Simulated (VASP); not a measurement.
Re:

```
CELL_PARAMETERS angstrom
2.77908 0.00000 0.00000
-1.38954 2.40676 0.00000
0.00000 0.00000 4.48773
ATOMIC_POSITIONS crystal
Re 0.66667 0.33333 0.75000
Re 0.33333 0.66667 0.25000
```

Base run:

```yaml
Program: VASP 6.6.1
Functional: PBE
Potentials_or_basis: VASP PAW PBE potentials, release 64 (Re)
Cutoff: 520 eV
k_mesh: 11 × 11 × 6
Occupations: fermi-dirac, width 0.05 eV
Spin: no spin polarisation
```

Its results: band gap on the k mesh zero (band 7 reaches 8.94 eV, above the bottom of band 8 at 5.99 eV); pressure -1.9 GPa.

Question: The run is repeated on the same cell with these changes: functional from PBE to PBEsol. What comes out?

Answer: Band gap on the k mesh zero (band 7 reaches 8.76 eV, above the bottom of band 8 at 5.81 eV); pressure -11.5 GPa.

PBEsol binds more tightly than PBE, so the same cell stands under less pressure.

Caveats: spin-orbit coupling is left out, which moves the levels of the heavy elements; the PAW data sets were made with another functional, which shifts forces and pressure a little (some runs).
